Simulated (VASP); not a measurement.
Sn4HO8 (a cell with a defect), 13 atoms in the cell. The cell holds a defect, 13 atoms: a = 5.812 Å, b = 5.812 Å, c = 5.814 Å, α = 108.08°, β = 108.08°, γ = 112.28°. 

| Quantity | Value |
| --- | --- |
| Program | VASP 6.6.1 |
| Task | single point |
| Functional | PBE |
| Potentials or basis | VASP PAW PBE potentials, release 64 (Sn_d, O, H) |
| Cutoff | 520 eV |
| k mesh | 3 × 3 × 3 |
| Occupations | gaussian, width 0.02 eV |
| Spin | no spin polarisation |
| Dipole correction | no |
| Charge | 1 |
| Further INCAR settings | ALGO = Normal; EDIFF = 1e-06; NBANDS = 64; NELECT = 104.0 |

Potentials or basis: VASP PAW PBE potentials, release 64 (Sn_d, O, H).

Run with:

```bash
$ cat potpaw_PBE.64/Sn_d/POTCAR potpaw_PBE.64/O/POTCAR potpaw_PBE.64/H/POTCAR > POTCAR
$ mpirun -np 1 vasp_std > vasp.out
```

Hardware: 1 thread of Intel(R) Xeon(R) Platinum 8488C (Sapphire Rapids), with other jobs on the host.

Problem. How long does it take, and how much memory?

Solution. Wall time 85 s on 1 thread of Intel(R) Xeon(R) Platinum 8488C (Sapphire Rapids), with other jobs on the host, peak memory 0.35 GiB. Counts: scf iterations 15, k points 10.
